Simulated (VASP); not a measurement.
Here is a VASP 6.6.1 calculation.

The input INCAR:

```
ALGO = Normal ; EDIFF = 1E-7
ENCUT = 520 ; GGA = PE
ISIF = 2 ; ISMEAR = 0
LASPH = True ; LCHARG = False
LREAL = False ; LWAVE = False
NBANDS = 28 ; NELM = 60
PREC = Accurate ; SIGMA = 0.01
```

File KPOINTS:

```
k-points
0
Gamma
  6 6 4
```

POSCAR

```
PbSe
1.0
    5.2067026494      0.0000000000      0.0000000000
   -2.6033513247      4.5091367643      0.0000000000
    0.0000000000      0.0000000000      6.2611014332
Pb Se
2 2
Direct
    0.3333333333      0.6666666667      0.2500000000
    0.6666666667      0.3333333333      0.7500000000
    0.6666666667      0.3333333333      0.2500000000
    0.3333333333      0.6666666667      0.7500000000
```

Potentials or basis: VASP PAW PBE potentials, release 64 (Pb_d, Se).

Launch:

```bash
$ cat potpaw_PBE.64/Pb_d/POTCAR potpaw_PBE.64/Se/POTCAR > POTCAR
$ mpirun -np 1 vasp_std > vasp.out
```

Q: What does it give for the band gap on the k mesh?

A: 1.18 eV, direct.

Q: Predict the pressure.

A: 0.0 GPa.

Caveat: spin-orbit coupling is left out, which moves the levels of the heavy elements. A k mesh can miss the band edges.
